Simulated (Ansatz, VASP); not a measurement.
## Two plane-wave programs on Ta

```
CELL_PARAMETERS angstrom
-1.62636 1.62636 1.62636
1.62636 -1.62636 1.62636
1.62636 1.62636 -1.62636
ATOMIC_POSITIONS crystal
Ta 0.00000 0.00000 0.00000
```

Alike in both runs: functional LDA; k mesh 18 × 18 × 18; occupations gaussian, width 0.1 eV; no spin polarisation.

Ansatz relaxed the structure, and its values are those at the end. VASP's run is a single point on that final structure, the one shown.

|  | VASP | Ansatz |
| --- | --- | --- |
| version | VASP 6.6.1 | Ansatz 0.2.0 |
| potentials or method | VASP PAW LDA potentials, release 64 (Ta_pv), cutoff 500 eV | scalar-relativistic, plane waves, PAW |
| valence electrons in the cell | 11 | 13 |

|  | VASP | Ansatz | Ansatz less VASP |
| --- | --- | --- | --- |
| gap on the k mesh at the Fermi level (eV) | none | none | - |
| pressure (GPa) | 0.9 | 0.0 | -0.91 |

Ansatz warns that its potentials were made for another functional, while VASP's fit it. LDA's correlation is that of Perdew and Zunger in VASP and of Perdew and Wang (1992) in Ansatz. A gap of «none» marks a metal or a gap that the smearing closes. VASP's potentials hold 11 valence electrons a cell and Ansatz's 13, so a difference there can come from the potentials and not from the codes.

Spin-orbit coupling is off throughout.
